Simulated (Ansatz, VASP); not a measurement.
# AlP: VASP beside Ansatz

The input INCAR:

```
PREC     = Accurate       # precision mode
ENCUT    = 500            # plane-wave cutoff, eV
EDIFF    = 1E-6           # SCF threshold, eV
ISMEAR   = 1              # smearing method
SIGMA    = 0.5            # smearing width, eV
LREAL    = False          # projectors in reciprocal space
LASPH    = True           # aspherical terms in the spheres
NELM     = 120            # most SCF steps
ALGO     = Normal         # electronic algorithm
ISIF     = 2              # what is computed and relaxed
LWAVE    = False          # write WAVECAR
LCHARG   = True           # write CHGCAR
GGA      = PS             # functional
LELF     = True           # ELF
LVHAR    = True         
NBANDS   = 11             # bands
GGA_COMPAT= False
```

Contents of KPOINTS:

```
regular mesh
0
Gamma
  6 6 6
```

File POSCAR:

```
AlP
1.0
    0.0000000000      2.7392607939      2.7392607939
    2.7392607939      0.0000000000      2.7392607939
    2.7392607939      2.7392607939      0.0000000000
Al P
1 1
Direct
    0.0000000000      0.0000000000      0.0000000000
    0.2500000000      0.2500000000      0.2500000000
```

Input for Ansatz:

```yaml
crystal:
  lattice:
    - [0.0, 2.7392607939, 2.7392607939]
    - [2.7392607939, 0.0, 2.7392607939]
    - [2.7392607939, 2.7392607939, 0.0]
  atoms:
    - { symbol: Al, position: [0.0, 0.0, 0.0] }
    - { symbol: P, position: [0.25, 0.25, 0.25] }
kpoints:
  mp_grid: { grid: [6, 6, 6] }
hamiltonian:
  xc: pbesol
scf:
  occupations: { method: methfessel_paxton, width: 0.5 }
  n_extra_bands: 4
output:
  forces: true
  stress: true
  eigenvalues: true
```

Alike in both runs: task single point; functional PBEsol; k mesh 6 × 6 × 6; occupations methfessel-paxton of order 1, width 0.5 eV; no spin polarisation.

```csv
,VASP,Ansatz
version,VASP 6.6.1,Ansatz 0.2.0
potentials or method,"VASP PAW PBE potentials, release 64 (Al, P)",plane waves
plane-wave cutoff (eV),500,420
valence electrons in the cell,8,8
```

```csv
,VASP,Ansatz,Ansatz less VASP
pressure (GPa),-0.3,-0.3,0.00
```

VASP's potentials were made for PBE, not for PBEsol.
